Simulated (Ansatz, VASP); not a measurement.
## Two plane-wave programs on TeMo5

```
Te Mo
1.0
     2.28412   -4.86724    0.00000
     2.28412    4.86724    0.00000
     0.00000    0.00000    4.44419
Te Mo
1 5
Direct
  0.50000 0.50000 0.50000
  0.00000 0.00000 0.00000
  0.32837 0.67163 0.00000
  0.67163 0.32837 0.00000
  0.83348 0.16652 0.50000
  0.16652 0.83348 0.50000
```

Change from the starting cell: the structure that the rattled cell fell into.

Alike in both runs: task single point; functional PBE; k mesh 4 × 4 × 4; occupations gaussian, width 0.1 eV; collinear spin.

|  | VASP | Ansatz |
| --- | --- | --- |
| version | VASP 6.6.1 | Ansatz 0.2.0 |
| potentials or method | VASP PAW PBE potentials, release 64 (Te, Mo_sv), cutoff 520 eV | scalar-relativistic, plane waves, PAW |
| valence electrons in the cell | 76 | 86 |

Ansatz gave:

- gap on the k mesh at the Fermi level (eV): none
- pressure (GPa): 0.2
- traceless stress, the component that is largest in VASP (GPa): -1.07
- rms of the force components (eV/Å): 0.038
- net moment per atom (μB): 0.00

Problem. What did VASP give for the same quantities?

Solution. gap on the k mesh at the Fermi level (eV): none; pressure (GPa): 0.5; traceless stress, the component that is largest in VASP (GPa): -1.07; rms of the force components (eV/Å): 0.036; net moment per atom (μB): 0.00.

Atom by atom the forces differ by 0.004 eV/Å (rms over components). A gap of «none» marks a metal or a gap that the smearing closes. VASP's potentials hold 76 valence electrons a cell and Ansatz's 86, so a difference there can come from the potentials and not from the codes. Ansatz's warnings: seeded moment not kept.

The k mesh is coarse, so the values compare programs but aren't converged. Spin-orbit coupling is off throughout.
